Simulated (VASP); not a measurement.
Crystal: La.

```
CELL_PARAMETERS angstrom
3.77000 0.00000 0.00000
-1.88500 3.26492 0.00000
0.00000 0.00000 12.15900
ATOMIC_POSITIONS crystal
La 0.66667 0.33333 0.25000
La 0.33333 0.66667 0.75000
La 0.00000 0.00000 0.50000
La 0.00000 0.00000 0.00000
```

```yaml
Program: VASP 6.6.1
Task: relaxation of cell and atoms
Functional: RPBE
Potentials_or_basis: VASP PAW PBE potentials, release 64 (La)
Cutoff: 600 eV
k_mesh: 8 × 8 × 3
Occupations: fermi-dirac, width 0.05 eV
Spin: no spin polarisation
```

At the start: pressure 1.1 GPa; volume 37.42 Å³/atom.

Q: How do energy, volume and symmetry change on relaxing?

A: Over 3 steps the energy falls by 5.9 meV/atom and the volume is 39.14 Å³/atom (+4.6 %); space group P6_3/mmc (No. 194, to 0.1 Å) before and after.

The path:
```csv
step,energy change (eV),largest force (eV/Å),pressure (GPa),volume (Å³)
1,0.0000,0.0000,1.13,149.66
2,-0.0231,0.0000,0.17,155.44
3,-0.0236,0.0000,0.00,156.57
```

Final structure:
```cif
data_structure
_symmetry_space_group_name_H-M 'P 1'
_symmetry_Int_Tables_number 1
_cell_length_a 3.8279
_cell_length_b 3.8279
_cell_length_c 12.3384
_cell_angle_alpha 90.000
_cell_angle_beta 90.000
_cell_angle_gamma 120.000
_cell_volume 156.57
loop_
_atom_site_label
_atom_site_type_symbol
_atom_site_fract_x
_atom_site_fract_y
_atom_site_fract_z
_atom_site_occupancy
La1 La 0.66667 0.33333 0.25000 1
La2 La 0.33333 0.66667 0.75000 1
La3 La 0.00000 0.00000 0.50000 1
La4 La 0.00000 0.00000 0.00000 1
```

Caveat: the PAW data sets were made with another functional, which shifts forces and pressure a little.
